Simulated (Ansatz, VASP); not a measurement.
## BC5: VASP beside Ansatz

INCAR

```
  PREC = Accurate
  ENCUT = 600
  EDIFF = 1E-7
  ISMEAR = 0
  SIGMA = 0.1
  LREAL = F
  LASPH = T
  NELM = 80
  ALGO = Normal
  ISIF = 3
  LWAVE = F
  LCHARG = F
  GGA = PE
  IBRION = 2
  NSW = 90
  EDIFFG = -0.04
```

Contents of KPOINTS:

```
Automatic mesh
0
Gamma
  6 6 4
```

File POSCAR:

```
BC5
1.0
    1.8685705365     -3.3621490583      0.0000000000
    1.8685705365      3.3621490583      0.0000000000
    0.0000000000      0.0000000000      6.9704029491
B C
1 5
Direct
    0.0000000000      0.0000000000      0.5000000000
    0.5000000000      0.5000000000      0.0000000000
    0.1667611131      0.1667611131      0.0000000000
    0.8332388869      0.8332388869      0.0000000000
    0.7850316033      0.2149683967      0.5000000000
    0.2149683967      0.7850316033      0.5000000000
```

Input for Ansatz:

```yaml
crystal:
  lattice:
    - [1.8685705365, -3.3621490583, 0.0]
    - [1.8685705365, 3.3621490583, 0.0]
    - [0.0, 0.0, 6.9704029491]
  atoms:
    - { symbol: B, position: [0.0, 0.0, 0.5] }
    - { symbol: C, position: [0.5, 0.5, 0.0] }
    - { symbol: C, position: [0.1667611131, 0.1667611131, 0.0] }
    - { symbol: C, position: [0.8332388869, 0.8332388869, 0.0] }
    - { symbol: C, position: [0.7850316033, 0.2149683967, 0.5] }
    - { symbol: C, position: [0.2149683967, 0.7850316033, 0.5] }
basis:
  ecutwfc: 420
kpoints:
  mp_grid: { grid: [6, 6, 4] }
hamiltonian:
  xc: pbe
scf:
  occupations: { method: gaussian, width: 0.1 }
  lower_state_search: "off"
output:
  forces: true
  stress: true
  eigenvalues: true
relax:
  adjacent_minimum: "off"
  f_tol: 0.04
  max_steps: 70
  cell: { stress_tol: 0.4 }
```

Alike in both runs: task relaxation of cell and atoms; functional PBE; k mesh 6 × 6 × 4; occupations gaussian, width 0.1 eV; no spin polarisation.

```csv
,VASP,Ansatz
version,VASP 6.6.1,Ansatz 0.2.0
potentials or method,"VASP PAW PBE potentials, release 64 (B, C), cutoff 600 eV","scalar-relativistic, plane waves, PAW"
valence electrons in the cell,23,23
```

|  | VASP | Ansatz | Ansatz less VASP |
| --- | --- | --- | --- |
| gap on the k mesh at the Fermi level, each at its own relaxed structure (eV) | none | none | - |
| relaxed volume (Å³/atom) | 16.57 | 16.30 | -0.275 |
| relaxed length of the cell vector where the two differ most in proportion (Å) | 7.857 | 7.713 | -0.1442 |

A gap of «none» marks a metal or a gap that the smearing closes.
